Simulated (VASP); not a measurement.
Al:

```
Al
1.0
     0.00000    2.02481    2.02481
     2.02481    0.00000    2.02481
     2.02481    2.02481    0.00000
Al
1
Direct
  0.00000 0.00000 0.00000
```

- Program: VASP 6.6.1
- Task: relaxation of cell and atoms
- Functional: revPBE
- Dispersion: D4
- Potentials or basis: VASP PAW PBE potentials, release 64 (Al)
- Cutoff: 600 eV
- k mesh: 11 × 11 × 11
- Occupations: fermi-dirac, width 0.05 eV
- Spin: no spin polarisation

At the start: pressure -4.8 GPa; volume 16.60 Å³/atom.

How do energy, volume and symmetry change on relaxing?

Over 3 steps the energy falls by 15.3 meV/atom and the volume is 15.63 Å³/atom (-5.9 %); space group Fm-3m (No. 225, to 0.05 Å).

The path:
```
step  energy change (eV)  largest force (eV/Å)  pressure (GPa)  volume (Å³)
   1              0.0000                0.0000           -4.79        16.60
   2             -0.0146                0.0000            1.16        15.44
   3             -0.0153                0.0000            0.02        15.63
```

Final structure:
```
Al
1.0
     0.00000    1.98450    1.98450
     1.98450    0.00000    1.98450
     1.98450    1.98450    0.00000
Al
1
Direct
  0.00000 0.00000 0.00000
```

The cell as given is a measured one (16.60 Å³/atom); revPBE+D4 puts the equilibrium volume -5.9 % from it, thermal expansion not counted.

Caveat: the PAW data sets were made with another functional, which shifts forces and pressure a little; pairwise dispersion overbinds metals, which lowers pressure and volume.
